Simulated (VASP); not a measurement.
# TiB (Pnma) in VASP: single point with r2SCAN

Aim: the single point of TiB with r2SCAN.

All numbers are computed with VASP 6.6.1; they aren't measurements. Logs are shortened: lines on timing, memory, paths and dates and some standing lists are left out, and cuts for length are marked.

## 1. The cell of the first run

It takes space group Pnma (No. 62, orthorhombic). The conventional cell has a = 6.116 Å, b = 3.056 Å, c = 4.569 Å, α = 90.00°, β = 90.00°, γ = 90.00°. Ti (site symmetry m) has 7 B at 2.35 to 2.56 Å and 8 Ti at 2.88 to 3.06 Å within 3.1 Å. B (site symmetry m) has 2 B at 1.81 Å and 6 Ti at 2.35 to 2.38 Å within 2.4 Å.

## 2. Single point, r2SCAN

The input, POSCAR:

```
TiB
1.0
    6.1155660582      0.0000000000      0.0000000000
    0.0000000000      3.0560823374      0.0000000000
    0.0000000000      0.0000000000      4.5691559242
Ti B
4 4
Direct
    0.1776126451      0.2500000000      0.1229213544
    0.8223873549      0.7500000000      0.8770786456
    0.3223873549      0.7500000000      0.6229213544
    0.6776126451      0.2500000000      0.3770786456
    0.0300642921      0.2500000000      0.5990968910
    0.9699357079      0.7500000000      0.4009031090
    0.4699357079      0.7500000000      0.0990968910
    0.5300642921      0.2500000000      0.9009031090
```

The input, INCAR.step1:

```
PREC = Accurate ; ENCUT = 520
ISMEAR = 1 ; SIGMA = 0.1
LREAL = False ; LASPH = True
NELM = 80 ; NBANDS = 40
GGA = PE ; ALGO = Normal
EDIFF = 1E-4 ; LWAVE = True
LCHARG = False
```

The input, INCAR.step2:

```
PREC = Accurate ; ENCUT = 520
EDIFF = 1E-7 ; ISMEAR = 1
SIGMA = 0.1 ; LREAL = False
LASPH = True ; NELM = 80
ALGO = Normal ; ISIF = 2
LWAVE = False ; LCHARG = False
METAGGA = R2SCAN ; LMIXTAU = True
NBANDS = 40 ; ISTART = 1
```

The input, KPOINTS:

```
Automatic mesh
0
Gamma
  5 9 6
```

Potentials or basis: VASP PAW PBE potentials, release 64 (Ti_sv, B).

The run is started by

```console
$ cat potpaw_PBE.64/Ti_sv/POTCAR potpaw_PBE.64/B/POTCAR > POTCAR
$ cp INCAR.step1 INCAR
$ mpirun -np 1 vasp_std > vasp.out
$ cp INCAR.step2 INCAR
$ mpirun -np 1 vasp_std > vasp.out
```

OUTCAR:

```text
PREC = Accurate
   ENCUT = 520
   EDIFF = 1E-7
   ISMEAR = 1
   LREAL = False
   LASPH = True
   NELM = 80
   ISIF = 2
   METAGGA = R2SCAN
   ISTART = 1

 ion  position               nearest neighbor table
   1  0.178  0.250  0.123-   7 2.35   7 2.35   5 2.36   6 2.36   6 2.36   8 2.38   2 2.88   2 2.88
                             3 2.89   3 2.89   3 2.89   3 2.89
   2  0.822  0.750  0.877-   8 2.35   8 2.35   6 2.36   5 2.36   5 2.36   7 2.38   1 2.88   1 2.88
                             4 2.89   4 2.89   4 2.89   4 2.89
   3  0.322  0.750  0.623-   5 2.35   5 2.35   7 2.36   8 2.36   8 2.36   6 2.38   4 2.88   4 2.88
                             1 2.89   1 2.89   1 2.89   1 2.89
   4  0.678  0.250  0.377-   6 2.35   6 2.35   8 2.36   7 2.36   7 2.36   5 2.38   3 2.88   3 2.88
                             2 2.89   2 2.89   2 2.89   2 2.89
   5  0.030  0.250  0.599-   6 1.81   6 1.81   3 2.35   3 2.35   1 2.36   2 2.36   2 2.36   4 2.38

   6  0.970  0.750  0.401-   5 1.81   5 1.81   4 2.35   4 2.35   2 2.36   1 2.36   1 2.36   3 2.38

   7  0.470  0.750  0.099-   8 1.81   8 1.81   1 2.35   1 2.35   3 2.36   4 2.36   4 2.36   2 2.38

   8  0.530  0.250  0.901-   7 1.81   7 1.81   2 2.35   2 2.35   4 2.36   3 2.36   3 2.36   1 2.38

  LATTYP: Found a simple orthorhombic cell.
 ALAT       =     3.0560823374
 B/A-ratio  =     1.4951023630
 C/A-ratio  =     2.0011129881

  Lattice vectors:

 A1 = (   0.0000000000,   3.0560823374,   0.0000000000)
 A2 = (   0.0000000000,   0.0000000000,   4.5691559242)
 A3 = (   6.1155660582,   0.0000000000,   0.0000000000)

Analysis of symmetry for initial positions (statically):
=====================================================================
 Subroutine PRICEL returns:
 Original cell was already a primitive cell.

 Routine SETGRP: Setting up the symmetry group for a
 simple orthorhombic supercell.

 Subroutine GETGRP returns: Found  8 space group operations
 (whereof  2 operations were pure point group operations)
 out of a pool of  8 trial point group operations.

The static configuration has the point symmetry S_2 .
 The point group associated with its full space group is D_2h.

Analysis of symmetry for dynamics (positions and initial velocities):
=====================================================================
 Subroutine PRICEL returns:
 Original cell was already a primitive cell.

 Routine SETGRP: Setting up the symmetry group for a
 simple orthorhombic supercell.

 Subroutine GETGRP returns: Found  8 space group operations
 (whereof  2 operations were pure point group operations)
 out of a pool of  8 trial point group operations.

The dynamic configuration has the point symmetry S_2 .
 The point group associated with its full space group is D_2h.

 Subroutine INISYM returns: Found  8 space group operations
 (whereof  2 operations are pure point group operations),
 and found     1 'primitive' translations

----------------------------------------------------------------------------------------

                                     Primitive cell

  volume of cell :      85.3960

  direct lattice vectors                    reciprocal lattice vectors
     6.115566058  0.000000000  0.000000000     0.163517161  0.000000000  0.000000000
     0.000000000  3.056082337  0.000000000     0.000000000  0.327216315  0.000000000
     0.000000000  0.000000000  4.569155924     0.000000000  0.000000000  0.218858804

  length of vectors
     6.115566058  3.056082337  4.569155924     0.163517161  0.327216315  0.218858804

  position of ions in fractional coordinates (direct lattice)
     0.177612645  0.250000000  0.122921354
     0.822387355  0.750000000  0.877078646
     0.322387355  0.750000000  0.622921354
     0.677612645  0.250000000  0.377078646
     0.030064292  0.250000000  0.599096891
     0.969935708  0.750000000  0.400903109
     0.469935708  0.750000000  0.099096891
     0.530064292  0.250000000  0.900903109

  ion indices of the primitive-cell ions
   primitive index   ion index
                 1           1
                 2           2
                 3           3
                 4           4
                 5           5
                 6           6
                 7           7
                 8           8

----------------------------------------------------------------------------------------

 KPOINTS: Automatic mesh

Automatic generation of k-mesh.
 Grid dimensions read from file:
 generate k-points for:    5    9    6

 Generating k-lattice:

  Cartesian coordinates                     Fractional coordinates (reciprocal lattice)
     0.032703432  0.000000000  0.000000000     0.200000000  0.000000000  0.000000000
     0.000000000  0.036357368  0.000000000     0.000000000  0.111111111  0.000000000
     0.000000000  0.000000000  0.036476467     0.000000000  0.000000000  0.166666667

  Length of vectors
     0.032703432  0.036357368  0.036476467

  Shift w.r.t. Gamma in fractional coordinates (k-lattice)
     0.000000000  0.000000000  0.000000000

 Subroutine IBZKPT returns following result:
 ===========================================

 Found     60 irreducible k-points:

 Following reciprocal coordinates:
            Coordinates               Weight
  0.000000  0.000000  0.000000      1.000000
  0.200000  0.000000  0.000000      2.000000
  0.400000  0.000000  0.000000      2.000000
  0.000000  0.111111  0.000000      2.000000
  0.200000  0.111111  0.000000      4.000000
  0.400000  0.111111  0.000000      4.000000
[... 16 lines left out ...]
  0.200000  0.222222  0.166667      8.000000
  0.400000  0.222222  0.166667      8.000000
 [... further k-points ...]
   k-points           NKPTS =     60   k-points in BZ     NKDIM =     60   number of bands    NBANDS=     40
   number of dos      NEDOS =    301   number of ions     NIONS =      8
   total plane-waves  NPLWV =  41472
   dimension x,y,z NGX =    48 NGY =   24 NGZ =   36
   dimension x,y,z NGXF=    96 NGYF=   48 NGZF=   72
   ions per type =               4   4
   NGX,Y,Z   is equivalent  to a cutoff of  13.05, 13.06, 13.10 a.u.
   NGXF,Y,Z  is equivalent  to a cutoff of  26.10, 26.11, 26.20 a.u.
 SYSTEM =  unknown system
   PREC   = accura    normal or accurate (medium, high low for compatibility)
   ISTART =      1    job   : 0-new  1-cont  2-samecut
   ICHARG =      0    charge: 1-file 2-atom 10-const
   ISPIN  =      1    spin polarized calculation?
   LNONCOLLINEAR =      F non collinear calculations
   LSORBIT =      F    spin-orbit coupling
   LASPH  =      T    aspherical Exc in radial PAW
   ENCUT  =  520.0 eV  38.22 Ry    6.18 a.u.  11.37  5.68  8.50*2*pi/ulx,y,z
   NELM   =     80;   NELMIN=  2; NELMDL=  0     # of ELM steps
   EDIFF  = 0.1E-06   stopping-criterion for ELM
   LREAL  =      F    real-space projection
   EDIFFG = 0.1E-05   stopping-criterion for IOM
   NSW    =      0    number of steps for IOM
   IBRION =     -1    ionic relax: 0-MD 1-quasi-New 2-CG
   NFREE  =      0    steps in history (QN), initial steepest desc. (CG)
   ISIF   =      2    stress and relaxation
   ISYM   =      2    0-nonsym 1-usesym 2-fastsym
   POTIM  = 0.5000    time-step for ionic-motion
   TEBEG  =    0.0;   TEEND  =   0.0 temperature during run
   PSTRESS=    0.0 pullay stress
   NELECT =      60.0000    total number of electrons
   NUPDOWN=      -1.0000    fix difference up-down
   EMIN   =  10.00;   EMAX   =-10.00  energy-range for DOS
   EFERMI =   0.00;   METHOD = LEGACY
   ISMEAR =     1;   SIGMA  =   0.10  broadening in eV -4-tet -1-fermi 0-gaus
   EFERMI_NEDOS =   21; number of points for ismear=-14 and -15
   IALGO  =     38    algorithm
   IMIX   =      4    mixing-type and parameters
     AMIX     =   0.40;   BMIX     =  1.00
     AMIX_MAG =   1.60;   BMIX_MAG =  1.00
  volume/ion in A,a.u.               =      10.67        72.04
  Fermi-wavevector in a.u.,A,eV,Ry     =   1.455390  2.750288 28.819312  2.118160
  Thomas-Fermi vector in A             =   2.572430
   LORBIT       =      0    0 simple, 1 ext, 2 COOP (PROOUT), +10 PAW based schemes
   METAGGA = R2SCAN    functional components
   LHFCALC =     F    Hartree Fock is set to
   AEXX    =    0.0000 exact exchange contribution
   IVDW    =     0    specifies the selected vdW correction
   LEPSILON=     F    determine dielectric tensor
   LRPA    =     F    only Hartree local field effects (RPA)
 non-spin polarized calculation
 Methfessel and Paxton  Order N= 1 SIGMA  =   0.10
  energy-cutoff  :      520.00
  volume of cell :       85.40
 maximum number of plane-waves:      2328
 NGX is ok and might be reduce to    48
   NGX = 23   NGY = 11   NGZ = 17

 number of electron      60.0000027 magnetization

 Free energy of the ion-electron system (eV)
  ---------------------------------------------------
  ext. energy  EPLUGINS =         0.00000000
  ---------------------------------------------------
  free energy    TOTEN  =       -88.31370941 eV

  energy without entropy =      -88.31271130  energy(sigma->0) =      -88.31337671

 E-fermi :   8.7513     XC(G=0): -13.3182

 val. band max:        8.7304253289   @ k =   0.2000   0.1111   0.5000
 cond. band min:       8.7544757147   @ k =   0.0000   0.4444   0.3333
 fundamental gap:      0.0240503858
 Fermi energy:         8.7513291793

 k-point     1 :       0.0000    0.0000    0.0000
  band No.  band energies     occupation
      1     -49.9393      2.00000
      2     -49.8810      2.00000
      3     -49.8334      2.00000
      4     -49.7978      2.00000
      5     -25.3695      2.00000
      6     -25.3594      2.00000
[... 32 lines left out ...]
     39      11.8839      0.00000
     40      12.5232      0.00000

 k-point     2 :       0.2000    0.0000    0.0000
  band No.  band energies     occupation
      1     -49.9352      2.00000
      2     -49.8898      2.00000
      3     -49.8268      2.00000
      4     -49.7998      2.00000
      5     -25.3730      2.00000
      6     -25.3658      2.00000
[... 935 lines left out ...]
     39      12.2361      0.00000
     40      12.3007      0.00000

 k-point    24 :       0.4000    0.2222    0.1667
  band No.  band energies     occupation
      1     -49.8950      2.00000
      2     -49.8821      2.00000
      3     -49.8202      2.00000
      4     -49.8134      2.00000
      5     -25.3184      2.00000
      6     -25.3096      2.00000
[... 32 lines left out ...]
     39      12.2982      0.00000
     40      12.4065      0.00000

 [... further k-points ...]

------------------------ aborting loop because EDIFF is reached ----------------------------------------

  FORCE on cell =-STRESS in cart. coord.  units (eV):
  Direction    XX          YY          ZZ          XY          YZ          ZX
  --------------------------------------------------------------------------------------
  -------------------------------------------------------------------------------------
  Total       -0.4583930     -0.5537033     -0.5155264      0.0000000      0.0000000      0.0000000
  in kB       -8.6002466    -10.3884314     -9.6721672      0.0000000      0.0000000      0.0000000
  external PRESSURE =      -9.5536151 kB  Pullay stress =       0.0000000 kB

 VOLUME and BASIS-vectors are now :
 -----------------------------------------------------------------------------
  energy-cutoff  :      520.00
  volume of cell :       85.40
      direct lattice vectors                 reciprocal lattice vectors
     6.115566058  0.000000000  0.000000000     0.163517161  0.000000000  0.000000000
     0.000000000  3.056082337  0.000000000     0.000000000  0.327216315  0.000000000
     0.000000000  0.000000000  4.569155924     0.000000000  0.000000000  0.218858804

 POSITION                                       TOTAL-FORCE (eV/Angst)
 -----------------------------------------------------------------------------------
      1.08620      0.76402      0.56165        -0.010179      0.000000     -0.010904
      5.02936      2.29206      4.00751         0.010179      0.000000      0.010904
      1.97158      2.29206      2.84622         0.010179     -0.000000     -0.010904
      4.14398      0.76402      1.72293        -0.010179      0.000000      0.010904
      0.18386      0.76402      2.73737         0.002771     -0.000000      0.006040
      5.93171      2.29206      1.83179        -0.002771      0.000000     -0.006040
      2.87392      2.29206      0.45279        -0.002771      0.000000      0.006040
      3.24164      0.76402      4.11637         0.002771      0.000000     -0.006040
 -----------------------------------------------------------------------------------
    total drift:                                0.000000     -0.000000      0.000000

  FREE ENERGIE OF THE ION-ELECTRON SYSTEM (eV)
  ---------------------------------------------------
  free  energy   TOTEN  =       -88.3137094108 eV

  energy  without entropy=      -88.3127113000  energy(sigma->0) =      -88.31337671
```

Wall time 19 min (1 thread of Oxide Virtual Turin-like, shared host); peak memory 0.27 GiB.

What came out:

| Property | Result |
| --- | --- |
| Free energy | -88.3137 eV |
| Pressure | -1.0 GPa |
| Largest force | 0.015 eV/Å |
| Band gap on the k mesh | zero (bands 30 and 31 overlap by 1.73 eV) |

Forces on the atoms (eV/Å):
```
Ti  -0.010  0.000 -0.011
Ti   0.010  0.000  0.011
Ti   0.010  0.000 -0.011
Ti  -0.010  0.000  0.011
B    0.003  0.000  0.006
B   -0.003  0.000 -0.006
B   -0.003  0.000  0.006
B    0.003  0.000 -0.006
```

Caveat: the PAW data sets were made with another functional, which shifts forces and pressure a little.

The gap in the log of VASP goes by the Fermi energy; the results here count the filled bands.